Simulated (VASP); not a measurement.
Crystal: Na2TeP2.

```
Na Te P
1.0
    -2.27196    2.27196    5.41954
     2.27196   -2.27196    5.41954
     2.27196    2.27196   -5.41954
Na Te P
2 1 2
Direct
  0.36971 0.36971 0.00000
  0.63029 0.63029 0.00000
  0.00000 0.00000 0.00000
  0.75000 0.25000 0.50000
  0.25000 0.75000 0.50000
```

```yaml
Program: VASP 6.6.1
Task: relaxation of cell and atoms
Functional: PBE
Potentials_or_basis: VASP PAW PBE potentials, release 64 (Na_pv, Te, P)
Cutoff: 600 eV
k_mesh: 6 × 6 × 6
Occupations: gaussian, width 0.1 eV
Spin: no spin polarisation
```

At the start: pressure 2.4 GPa; volume 22.38 Å³/atom.

Problem. How do energy, volume and symmetry change on relaxing?

Solution. Over 29 steps the energy falls by 759.7 meV/atom and the volume is 21.76 Å³/atom (-2.8 %); space group I4/mmm (No. 139, to 0.05 Å).

The path:
| step | energy change (eV) | largest force (eV/Å) | pressure (GPa) | volume (Å³) |
| --- | --- | --- | --- | --- |
| 1 | 0.0000 | 1.0149 | 2.39 | 111.90 |
| 2 | -0.1526 | 0.6778 | 0.04 | 117.37 |
| 3 | -0.2138 | 0.3235 | -2.08 | 123.99 |
| 4 | -0.3530 | 0.2934 | -2.37 | 123.76 |
| 5 | -0.8106 | 0.0659 | -3.02 | 122.38 |
| 6 | -1.7227 | 1.1197 | -2.50 | 116.87 |
| 7 | 2.5767 | 7.2939 | 31.76 | 97.12 |
| 8 | -1.5528 | 2.0032 | -1.04 | 115.25 |
| 9 | -1.5691 | 2.2525 | -0.13 | 114.17 |
| 10 | -1.6832 | 2.3318 | 0.45 | 113.99 |
| 11 | -1.9238 | 2.5383 | 2.57 | 112.98 |
| 12 | -1.2896 | 3.2044 | 11.10 | 108.94 |
| 13 | -1.8960 | 2.6744 | 3.76 | 112.46 |
| 14 | -2.0812 | 2.4444 | 3.23 | 114.06 |
| 15 | -2.5083 | 1.8775 | 1.66 | 118.76 |
| 16 | -2.7948 | 1.0784 | -1.47 | 127.71 |
| 17 | -2.8028 | 1.2083 | -0.78 | 125.80 |
| 18 | -2.8931 | 1.2060 | -0.81 | 124.66 |
| 19 | -3.1248 | 1.1248 | -0.93 | 121.20 |
| 20 | -3.3800 | 0.7610 | -0.72 | 114.13 |
| 21 | -3.3854 | 0.6238 | -0.46 | 111.84 |
| 22 | -3.5118 | 0.4812 | 0.28 | 109.48 |
| 23 | -3.6555 | 0.1367 | 2.13 | 104.35 |
| 24 | -3.6612 | 0.0438 | 2.90 | 102.67 |
| 25 | -3.7875 | 0.0723 | 0.65 | 107.60 |
| 26 | -3.7962 | 0.0771 | -0.26 | 109.82 |
| 27 | -3.7968 | 0.0776 | -0.09 | 109.39 |
| 28 | -3.7979 | 0.0550 | 0.00 | 109.07 |
| 29 | -3.7983 | 0.0348 | 0.09 | 108.79 |

Final structure:
```xyz
5
Lattice="-1.7303 1.7303 9.0840 1.7303 -1.7303 9.0840 1.7303 1.7303 -9.0840" Properties=species:S:1:pos:R:3 pbc="T T T"
Na    0.0000    0.0000    6.9821
Na    0.0000    0.0000   11.1859
Te    0.0000    0.0000    0.0000
P     0.0000    1.7303    4.5420
P     1.7303    0.0000    4.5420
```
